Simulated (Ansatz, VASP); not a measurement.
One calculation of SnO2, two programs

```xyz
6
Lattice="4.7201 0.0000 0.0000 0.0000 4.7206 0.0000 0.0000 0.0000 3.1888" Properties=species:S:1:pos:R:3 pbc="T T T"
Sn    2.3396    2.3367    1.5944
Sn    0.0205   -0.0237    0.0000
O     1.4954    1.4064    0.0000
O     4.0068    1.1295    1.5944
O     0.8645    3.7666    1.5944
O     3.0733    3.4900    0.0000
```

Change from the starting cell: mode 4 frozen in at +0.179 Å and mode 7 at -0.116 Å (largest displacements).

Alike in both runs: task single point; functional LDA; k mesh 6 × 6 × 8; occupations gaussian, width 0.05 eV; no spin polarisation.

|  | VASP | Ansatz |
| --- | --- | --- |
| version | VASP 6.6.1 | Ansatz 0.2.0 |
| potentials or method | VASP PAW LDA potentials, release 64 (Sn_d, O), cutoff 520 eV | scalar-relativistic, plane waves, PAW |
| valence electrons in the cell | 52 | 52 |

```csv
,VASP,Ansatz,Ansatz less VASP
gap on the k mesh at the Fermi level (eV),1.40,1.38,-0.019
least direct gap on the mesh (eV),1.41,1.40,-0.017
pressure (GPa),-0.4,-1.7,-1.30
"traceless stress, the component that is largest in VASP (GPa)",-1.77,-1.61,+0.166
rms of the force components (eV/Å),0.370,0.369,-0.0007
```

Ansatz warns that its potentials were made for another functional, while VASP's fit it. LDA's correlation is that of Perdew and Zunger in VASP and of Perdew and Wang (1992) in Ansatz. Atom by atom the forces differ by 0.016 eV/Å (rms over components).
